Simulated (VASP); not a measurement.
Input of a VASP 6.6.1 run:

POSCAR

```
MgS
1.0
    0.0000000000      2.6015179362      2.6015179362
    2.6015179362      0.0000000000      2.6015179362
    2.6015179362      2.6015179362      0.0000000000
Mg S
1 1
Direct
    0.0000000000      0.0000000000      0.0000000000
    0.5000000000      0.5000000000      0.5000000000
```

Contents of INCAR.step1:

```
PREC     = Accurate       # precision mode
ENCUT    = 520            # plane-wave cutoff, eV
EDIFF    = 1E-5           # SCF threshold, eV
ISMEAR   = 0              # smearing method
SIGMA    = 0.01           # smearing width, eV
LREAL    = False          # projectors in reciprocal space
LASPH    = True           # aspherical terms in the spheres
NELM     = 100            # most SCF steps
ALGO     = Normal         # electronic algorithm
ISIF     = 2              # what is computed and relaxed
LWAVE    = True           # write WAVECAR
LCHARG   = False          # write CHGCAR
NBANDS   = 11             # bands
GGA      = PE             # functional
```

INCAR.step2

```
PREC     = Accurate       # precision mode
ENCUT    = 520            # plane-wave cutoff, eV
EDIFF    = 1E-6           # SCF threshold, eV
ISMEAR   = 0              # smearing method
SIGMA    = 0.01           # smearing width, eV
LREAL    = False          # projectors in reciprocal space
LASPH    = True           # aspherical terms in the spheres
NELM     = 100            # most SCF steps
ALGO     = Normal         # electronic algorithm
ISIF     = 2              # what is computed and relaxed
LWAVE    = False          # write WAVECAR
LCHARG   = False          # write CHGCAR
GGA      = PE             # functional
LHFCALC  = True           # exact exchange
HFSCREEN = 0.2079         # screening, 1/A
PRECFOCK = Normal       
NBANDS   = 11             # bands
ISTART   = 1
```

The input KPOINTS:

```
Automatic mesh
0
Gamma
  6 6 6
```

Potentials or basis: VASP PAW PBE potentials, release 64 (Mg, S).

Command:

```console
$ cat potpaw_PBE.64/Mg/POTCAR potpaw_PBE.64/S/POTCAR > POTCAR
$ cp INCAR.step1 INCAR
$ mpirun -np 1 vasp_std > vasp.out
$ cp INCAR.step2 INCAR
$ mpirun -np 1 vasp_std > vasp.out
```

(1) Estimate the band gap on the k mesh.

(2) Predict the pressure.

Answers

(1) 3.75 eV (least direct gap 4.80 eV).

(2) -0.7 GPa.

Caveat: the PAW data sets were made with another functional, which shifts forces and pressure a little.
